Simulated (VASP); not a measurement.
# Au (Im-3m) in VASP: a series of runs

Runs on Au. Level: PBEsol. Tasks: single point, relaxation of cell and atoms.

Program: VASP 6.6.1. These are calculated values, not measurements. Logs are shortened: lines on timing, memory, paths and dates and some standing lists are left out, and cuts for length are marked.

**1. The cell of the first run**

It takes space group Im-3m (No. 229, cubic). The conventional cell has a = 3.242 Å, b = 3.242 Å, c = 3.242 Å, α = 90.00°, β = 90.00°, γ = 90.00°. Within 3.7 Å of Au (site symmetry m-3m) lie 14 Au at 2.81 to 3.24 Å.

**2. Single point, PBEsol**

INCAR

```
SYSTEM = Au
PREC     = Accurate       ! precision mode
ENCUT    = 520            ! plane-wave cutoff, eV
EDIFF    = 1E-6           ! SCF threshold, eV
ISMEAR   = 0              ! smearing method
SIGMA    = 0.1            ! smearing width, eV
LREAL    = .False.        ! projectors in reciprocal space
LASPH    = .True.         ! aspherical terms in the spheres
NELM     = 60             ! most SCF steps
ALGO     = Fast           ! electronic algorithm
ISIF     = 2              ! what is computed and relaxed
LWAVE    = .False.        ! write WAVECAR
LCHARG   = .False.        ! write CHGCAR
GGA      = PS             ! functional
NBANDS   = 12             ! bands
```

KPOINTS

```
Automatic mesh
0
Gamma
  18 18 18
  0 0 0
```

POSCAR

```
Au
1.0
   -1.6210733939      1.6210733939      1.6210733939
    1.6210733939     -1.6210733939      1.6210733939
    1.6210733939      1.6210733939     -1.6210733939
Au
1
Direct
    0.0000000000      0.0000000000      0.0000000000
```

Potentials or basis: VASP PAW PBE potentials, release 64 (Au).

The run is started by

```sh
> cat potpaw_PBE.64/Au/POTCAR > POTCAR
> mpirun -np 1 vasp_std > vasp.out
```

OUTCAR:

```text
SYSTEM = Au
   PREC = Accurate
   ENCUT = 520
   EDIFF = 1E-6
   ISMEAR = 0
   LREAL = .False.
   LASPH = .True.
   NELM = 60
   ISIF = 2
   GGA = PS

 ion  position               nearest neighbor table
   1  0.000  0.000  0.000-

  LATTYP: Found a body centered cubic cell.
 ALAT       =     3.2421467878

  Lattice vectors:

 A1 = (  -1.6210733939,   1.6210733939,   1.6210733939)
 A2 = (   1.6210733939,  -1.6210733939,   1.6210733939)
 A3 = (   1.6210733939,   1.6210733939,  -1.6210733939)

Analysis of symmetry for initial positions (statically):
=====================================================================
 Subroutine PRICEL returns:
 Original cell was already a primitive cell.

 Routine SETGRP: Setting up the symmetry group for a
 body centered cubic supercell.

 Subroutine GETGRP returns: Found 48 space group operations
 (whereof 48 operations were pure point group operations)
 out of a pool of 48 trial point group operations.

The static configuration has the point symmetry O_h .

Analysis of symmetry for dynamics (positions and initial velocities):
=====================================================================
 Subroutine PRICEL returns:
 Original cell was already a primitive cell.

 Routine SETGRP: Setting up the symmetry group for a
 body centered cubic supercell.

 Subroutine GETGRP returns: Found 48 space group operations
 (whereof 48 operations were pure point group operations)
 out of a pool of 48 trial point group operations.

The dynamic configuration has the point symmetry O_h .

 Subroutine INISYM returns: Found 48 space group operations
 (whereof 48 operations are pure point group operations),
 and found     1 'primitive' translations

----------------------------------------------------------------------------------------

                                     Primitive cell

  volume of cell :      17.0399

  direct lattice vectors                    reciprocal lattice vectors
    -1.621073394  1.621073394  1.621073394     0.000000000  0.308437608  0.308437608
     1.621073394 -1.621073394  1.621073394     0.308437608  0.000000000  0.308437608
     1.621073394  1.621073394 -1.621073394     0.308437608  0.308437608  0.000000000

  length of vectors
     2.807781481  2.807781481  2.807781481     0.436196648  0.436196648  0.436196648

  position of ions in fractional coordinates (direct lattice)
     0.000000000  0.000000000  0.000000000
[... 83 lines left out ...]
   ISYM   =      2    0-nonsym 1-usesym 2-fastsym
   POTIM  = 0.5000    time-step for ionic-motion
   TEBEG  =    0.0;   TEEND  =   0.0 temperature during run
   PSTRESS=    0.0 pullay stress
   NELECT =      11.0000    total number of electrons
   NUPDOWN=      -1.0000    fix difference up-down
   EMIN   =  10.00;   EMAX   =-10.00  energy-range for DOS
   EFERMI =   0.00;   METHOD = LEGACY
   ISMEAR =     0;   SIGMA  =   0.10  broadening in eV -4-tet -1-fermi 0-gaus
   EFERMI_NEDOS =   21; number of points for ismear=-14 and -15
   IALGO  =     68    algorithm
   IMIX   =      4    mixing-type and parameters
     AMIX     =   0.40;   BMIX     =  1.00
     AMIX_MAG =   1.60;   BMIX_MAG =  1.00
  volume/ion in A,a.u.               =      17.04       114.99
  Fermi-wavevector in a.u.,A,eV,Ry     =   1.414869  2.673716 27.236900  2.001856
  Thomas-Fermi vector in A             =   2.536367
   LORBIT       =      0    0 simple, 1 ext, 2 COOP (PROOUT), +10 PAW based schemes
   GGA     = PS    functional components
   LHFCALC =     F    Hartree Fock is set to
   AEXX    =    0.0000 exact exchange contribution
   IVDW    =     0    specifies the selected vdW correction
   LEPSILON=     F    determine dielectric tensor
   LRPA    =     F    only Hartree local field effects (RPA)
 non-spin polarized calculation
 RMM-DIIS sequential band-by-band and
 Gauss-broadening in eV      SIGMA  =   0.10
  energy-cutoff  :      520.00
  volume of cell :       17.04
 maximum number of plane-waves:       472
 NGX is ok and might be reduce to    24
   NGX = 11   NGY = 11   NGZ = 11

 number of electron      11.0000001 magnetization

 Free energy of the ion-electron system (eV)
  ---------------------------------------------------
  ext. energy  EPLUGINS =         0.00000000
  ---------------------------------------------------
  free energy    TOTEN  =        -3.90494710 eV

  energy without entropy =       -3.90452298  energy(sigma->0) =       -3.90473504

 E-fermi :   9.3040     XC(G=0): -12.8882

 val. band max:        9.2610539409   @ k =   0.3889   0.0556   0.0556
 cond. band min:       9.3689213702   @ k =  -0.3333   0.3333   0.3333
 fundamental gap:      0.1078674293
 Fermi energy:         9.3039776440

 k-point     1 :       0.0000    0.0000    0.0000
  band No.  band energies     occupation
      1      -0.6306      2.00000
      2       4.4156      2.00000
      3       4.4156      2.00000
      4       4.4156      2.00000
      5       6.3690      2.00000
      6       6.3690      2.00000
      7      25.7802      0.00000
      8      25.7802      0.00000
      9      25.7802      0.00000
     10      33.5983      0.00000
     11      33.5984      0.00000
     12      33.6022      0.00000
[... 331 lines left out ...]
 k-point    24 :       0.3889    0.1111   -0.0000
  band No.  band energies     occupation
      1       2.2851      2.00000
      2       3.4284      2.00000
      3       5.8824      2.00000
      4       6.2305      2.00000
      5       7.0079      2.00000
      6       9.4359      0.06201
      7      13.7691      0.00000
      8      21.0738      0.00000
      9      22.8203      0.00000
     10      30.6052      0.00000
     11      32.1773      0.00000
     12      32.6783      0.00000

 [... further k-points ...]

------------------------ aborting loop because EDIFF is reached ----------------------------------------

  FORCE on cell =-STRESS in cart. coord.  units (eV):
  Direction    XX          YY          ZZ          XY          YZ          ZX
  --------------------------------------------------------------------------------------
  -------------------------------------------------------------------------------------
  Total       -0.0252585     -0.0252585     -0.0252585     -0.0000000     -0.0000000     -0.0000000
  in kB       -2.3749224     -2.3749224     -2.3749224     -0.0000000     -0.0000000     -0.0000000
  external PRESSURE =      -2.3749224 kB  Pullay stress =       0.0000000 kB

 VOLUME and BASIS-vectors are now :
 -----------------------------------------------------------------------------
  energy-cutoff  :      520.00
  volume of cell :       17.04
      direct lattice vectors                 reciprocal lattice vectors
    -1.621073394  1.621073394  1.621073394     0.000000000  0.308437608  0.308437608
     1.621073394 -1.621073394  1.621073394     0.308437608  0.000000000  0.308437608
     1.621073394  1.621073394 -1.621073394     0.308437608  0.308437608  0.000000000

 POSITION                                       TOTAL-FORCE (eV/Angst)
 -----------------------------------------------------------------------------------
      0.00000      0.00000      0.00000         0.000000     -0.000000      0.000000
 -----------------------------------------------------------------------------------
    total drift:                               -0.000000      0.000000      0.000000

  FREE ENERGIE OF THE ION-ELECTRON SYSTEM (eV)
  ---------------------------------------------------
  free  energy   TOTEN  =        -3.9049470973 eV

  energy  without entropy=       -3.9045229780  energy(sigma->0) =       -3.90473504
```

OSZICAR:

```text
N       E                     dE             d eps       ncg     rms          rms(c)
DAV:   1     0.490536763438E+02    0.49054E+02   -0.56017E+03  4848   0.817E+02
DAV:   2    -0.352896355314E+01   -0.52583E+02   -0.49473E+02  5612   0.186E+02
DAV:   3    -0.425592590923E+01   -0.72696E+00   -0.72642E+00  5572   0.210E+01
DAV:   4    -0.425824785091E+01   -0.23219E-02   -0.23219E-02  5376   0.138E+00
DAV:   5    -0.425826432526E+01   -0.16474E-04   -0.16474E-04  5536   0.111E-01    0.927E+00
RMM:   6    -0.393105080111E+01    0.32721E+00   -0.37874E-01  4694   0.509E+00    0.573E+00
RMM:   7    -0.390796642178E+01    0.23084E-01   -0.42192E-02  5030   0.189E+00    0.286E+00
RMM:   8    -0.390498496698E+01    0.29815E-02   -0.38620E-03  5210   0.552E-01    0.403E-01
RMM:   9    -0.390494560656E+01    0.39360E-04   -0.51906E-04  5452   0.193E-01    0.117E-01
RMM:  10    -0.390494687553E+01   -0.12690E-05   -0.77970E-05  5414   0.680E-02    0.748E-02
RMM:  11    -0.390494702064E+01   -0.14511E-06   -0.15277E-05  5087   0.260E-02    0.117E-02
RMM:  12    -0.390494709728E+01   -0.76638E-07   -0.18663E-06  4186   0.854E-03
   1 F= -.39049471E+01 E0= -.39047350E+01  d E =-.424119E-03
```

stdout:

```text
POSCAR found type information on POSCAR Au
 POSCAR found :  1 types and       1 ions
 scaLAPACK will be used
 -----------------------------------------------------------------------------
|                                                                             |
|                                                                             |
|     You enforced a specific xc type in the INCAR file but a different       |
|     I HOPE YOU KNOW WHAT YOU ARE DOING!                                     |
|                                                                             |
 -----------------------------------------------------------------------------

 LDA part: xc-table for (Slater+PW92), standard interpolation
 POSCAR, INCAR and KPOINTS ok, starting setup
 FFT: planning ... GRIDC
 FFT: planning ... GRID_SOFT
 FFT: planning ... GRID
 WAVECAR not read
 entering main loop
```

It took 38 s on 1 thread of AMD EPYC 7R43 (Zen 3), shared host; peak memory 0.13 GiB.

Results:

* Free energy: -3.9049 eV
* Pressure: -0.2 GPa

Levels at points of the mesh, in eV from the Fermi level:
| k point | band 4 | band 5 | band 6 | band 7 | band 8 | band 9 |
| --- | --- | --- | --- | --- | --- | --- |
| (0.00, 0.00, 0.00) | -4.89 | -2.93 | -2.93 | 16.48 | 16.48 | 16.48 |
| (0.50, 0.00, 0.00) | -2.73 | -1.38 | -0.72 | 3.54 | 12.33 | 13.86 |
| (0.50, 0.50, 0.50) | -1.77 | -1.77 | 6.23 | 6.23 | 6.23 | 9.68 |

Caveat: the PAW data sets were made with another functional, which shifts forces and pressure a little; spin-orbit coupling is left out, which moves the levels of the heavy elements.

**3. Relaxation of cell and atoms, PBEsol**

INCAR

```
SYSTEM = Au
PREC = Accurate
ENCUT = 600
EDIFF = 1E-6
ISMEAR = 0
SIGMA = 0.1
LREAL = .False.
LASPH = .True.
NELM = 100
ALGO = Normal
ISIF = 3
LWAVE = .False.
LCHARG = .False.
GGA = PS
IBRION = 2
NSW = 100
EDIFFG = -0.005
```

KPOINTS is that of step 2.

POSCAR

```
Au
1.0
   -1.6205996784      1.6205996784      1.6205996784
    1.6205996784     -1.6205996784      1.6205996784
    1.6205996784      1.6205996784     -1.6205996784
Au
1
Direct
    0.0000000000      0.0000000000      0.0000000000
```

Potentials or basis: VASP PAW PBE potentials, release 64 (Au).

The run is started by

```sh
> cat potpaw_PBE.64/Au/POTCAR > POTCAR
> mpirun -np 1 vasp_std > vasp.out
```

OUTCAR:

```text
SYSTEM = Au
   PREC = Accurate
   ENCUT = 600
   EDIFF = 1E-6
   ISMEAR = 0
   LREAL = .False.
   LASPH = .True.
   NELM = 100
   ISIF = 3
   GGA = PS
   IBRION = 2
   NSW = 100
   EDIFFG = -0.005

 ion  position               nearest neighbor table
   1  0.000  0.000  0.000-

  LATTYP: Found a body centered cubic cell.
 ALAT       =     3.2411993568

  Lattice vectors:

 A1 = (  -1.6205996784,   1.6205996784,   1.6205996784)
 A2 = (   1.6205996784,  -1.6205996784,   1.6205996784)
 A3 = (   1.6205996784,   1.6205996784,  -1.6205996784)

Analysis of symmetry for initial positions (statically):
=====================================================================
[... 255 lines left out ...]
 fundamental gap:      0.1078298851
 Fermi energy:         9.3240606301

 k-point     1 :       0.0000    0.0000    0.0000
  band No.  band energies     occupation
      1      -0.6233      2.00000
      2       4.4293      2.00000
      3       4.4293      2.00000
      4       4.4293      2.00000
      5       6.3864      2.00000
      6       6.3864      2.00000
      7      25.8003      0.00000
      8      25.8003      0.00000
      9      25.8003      0.00000
[... 265 lines left out ...]
 k-point    24 :       0.3889    0.1111    0.0000
  band No.  band energies     occupation
      1       2.2946      2.00000
      2       3.4398      2.00000
      3       5.8981      2.00000
      4       6.2477      2.00000
      5       7.0263      2.00000
      6       9.4561      0.06180
      7      13.7957      0.00000
      8      21.0990      0.00000
      9      22.8470      0.00000

 [... further k-points ...]

------------------------ aborting loop because EDIFF is reached ----------------------------------------

  FORCE on cell =-STRESS in cart. coord.  units (eV):
  Direction    XX          YY          ZZ          XY          YZ          ZX
  --------------------------------------------------------------------------------------
  -------------------------------------------------------------------------------------
  Total        0.0013968      0.0013968      0.0013968      0.0000000      0.0000000     -0.0000000
  in kB        0.1314924      0.1314924      0.1314924      0.0000000      0.0000000     -0.0000000
  external PRESSURE =       0.1314924 kB  Pullay stress =       0.0000000 kB
[... 16 lines left out ...]
  FREE ENERGIE OF THE ION-ELECTRON SYSTEM (eV)
  ---------------------------------------------------
  free  energy   TOTEN  =        -3.9048834795 eV

  energy  without entropy=       -3.9044612182  energy(sigma->0) =       -3.90467235

 reached required accuracy - stopping structural energy minimisation
```

OSZICAR:

```text
N       E                     dE             d eps       ncg     rms          rms(c)
DAV:   1     0.470467456684E+02    0.47047E+02   -0.63839E+03  3710   0.123E+03
DAV:   2    -0.383090862285E+01   -0.50878E+02   -0.47908E+02  3676   0.212E+02
DAV:   3    -0.425696173268E+01   -0.42605E+00   -0.42567E+00  3931   0.209E+01
[... 15 lines left out ...]
       N       E                     dE             d eps       ncg     rms          rms(c)
DAV:   1    -0.390491173378E+01   -0.30935E-04   -0.60286E-04  3536   0.273E-01    0.316E-02
DAV:   2    -0.390488513051E+01    0.26603E-04   -0.93302E-05  3528   0.928E-02    0.129E-02
DAV:   3    -0.390488377642E+01    0.13541E-05   -0.57259E-06  3153   0.219E-02    0.939E-03
DAV:   4    -0.390488347948E+01    0.29694E-06   -0.19752E-07  1777   0.398E-03
   3 F= -.39048835E+01 E0= -.39046723E+01  d E =-.957683E-06
```

It took 43 s on 1 thread of AMD EPYC 7R43 (Zen 3), shared host; peak memory 0.14 GiB.

What came out:

| Property | Result |
| --- | --- |
| Free energy | -3.9049 eV |
| Relaxed volume | 17.02 Å³/atom |
| Relaxed cell | a = 2.807 Å, b = 2.807 Å, c = 2.807 Å, α = 109.47°, β = 109.47°, γ = 109.47° |
| Space group after relaxing (to 0.05 Å) | Im-3m (No. 229) |
| Energy gained by relaxing | 0.0 meV/atom |
| Ionic steps | 3 |
| Pressure after relaxing | 0.0 GPa |

Final structure:
```xyz
1
Lattice="-1.6204 1.6204 1.6204 1.6204 -1.6204 1.6204 1.6204 1.6204 -1.6204" Properties=species:S:1:pos:R:3 pbc="T T T"
Au    0.0000    0.0000    0.0000
```

Levels at points of the mesh, in eV from the Fermi level:
| k point | band 2 | band 3 | band 4 | band 5 | band 6 | band 7 | band 8 | band 9 |
| --- | --- | --- | --- | --- | --- | --- | --- | --- |
| (0.00, 0.00, 0.00) | -4.89 | -4.89 | -4.89 | -2.94 | -2.94 | 16.48 | 16.48 | 16.48 |
| (0.50, 0.00, 0.00) | -6.00 | -3.09 | -2.73 | -1.38 | -0.72 | 3.54 | 12.33 | 13.87 |
| (0.50, 0.50, 0.50) | -6.87 | -1.77 | -1.77 | -1.77 | 6.23 | 6.23 | 6.23 | 9.70 |

Caveat: the PAW data sets were made with another functional, which shifts forces and pressure a little; spin-orbit coupling is left out, which moves the levels of the heavy elements.

(Part 1 of 2 ends here.)
